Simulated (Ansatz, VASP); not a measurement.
## BiS in VASP and in Ansatz

```
Bi S
1.0
     3.64686    0.00000    0.00000
    -1.82343    3.15828    0.00000
     0.00000    0.00000    5.09064
Bi S
1 1
Direct
  0.00000 0.00000 0.00000
  0.00000 0.00000 0.50000
```

Alike in both runs: functional PBE; k mesh 6 × 6 × 4; occupations gaussian, width 0.1 eV; no spin polarisation.

Ansatz relaxed the structure, and its values are those at the end. VASP's run is a single point on that final structure, the one shown.

|  | VASP | Ansatz |
| --- | --- | --- |
| version | VASP 6.6.1 | Ansatz 0.2.0 |
| potentials or method | VASP PAW PBE potentials, release 64 (Bi_d, S), cutoff 520 eV | scalar-relativistic, plane waves, PAW |
| valence electrons in the cell | 21 | 21 |

Ansatz gave:

* gap on the k mesh at the Fermi level (eV): none
* pressure (GPa): 0.2

Which values does VASP return?

gap on the k mesh at the Fermi level (eV): none; pressure (GPa): 0.1.

A gap of «none» marks a metal or a gap that the smearing closes. With one functional, cell and mesh, what is left measures potentials, basis and numerics.

Spin-orbit coupling is off throughout.
